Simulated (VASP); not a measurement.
Wanted: the native input for a VASP 6.6.1 run.

| Property | Result |
| --- | --- |
| Task | single point |
| Functional | PBE |
| Potentials or basis | VASP PAW PBE potentials, release 64 (Hf_pv, N) |
| Cutoff | 520 eV |
| k mesh | 8 × 8 × 8 |
| Occupations | gaussian, width 0.1 eV |
| Spin | no spin polarisation |
| Dipole correction | no |
| Further INCAR settings | ALGO = Normal; EDIFF = 1e-07; NBANDS = 14 |

The structure of HfN lies in POSCAR:

```
HfN
1.0
    0.0000000000      2.2560000000      2.2560000000
    2.2560000000      0.0000000000      2.2560000000
    2.2560000000      2.2560000000      0.0000000000
Hf N
1 1
Direct
    0.0000000000      0.0000000000      0.0000000000
    0.5000000000      0.5000000000      0.5000000000
```

One way to write it, as run:

INCAR

```
ALGO = Normal
EDIFF = 1E-7
ENCUT = 520
GGA = PE
ISIF = 2
ISMEAR = 0
LASPH = True
LCHARG = False
LREAL = False
LWAVE = False
NBANDS = 14
NELM = 60
PREC = Accurate
SIGMA = 0.1
```

KPOINTS

```
k-points
0
Gamma
  8 8 8
```

Potentials or basis: VASP PAW PBE potentials, release 64 (Hf_pv, N).

Launch:

```sh
$ cat potpaw_PBE.64/Hf_pv/POTCAR potpaw_PBE.64/N/POTCAR > POTCAR
$ mpirun -np 1 vasp_std > vasp.out
```

It gave:

- Pressure: 4.4 GPa

Run time: 7.6 s on 1 thread of AMD EPYC 9R45 96-Core Processor (Zen 5) (shared host), peak memory 0.1 GiB.
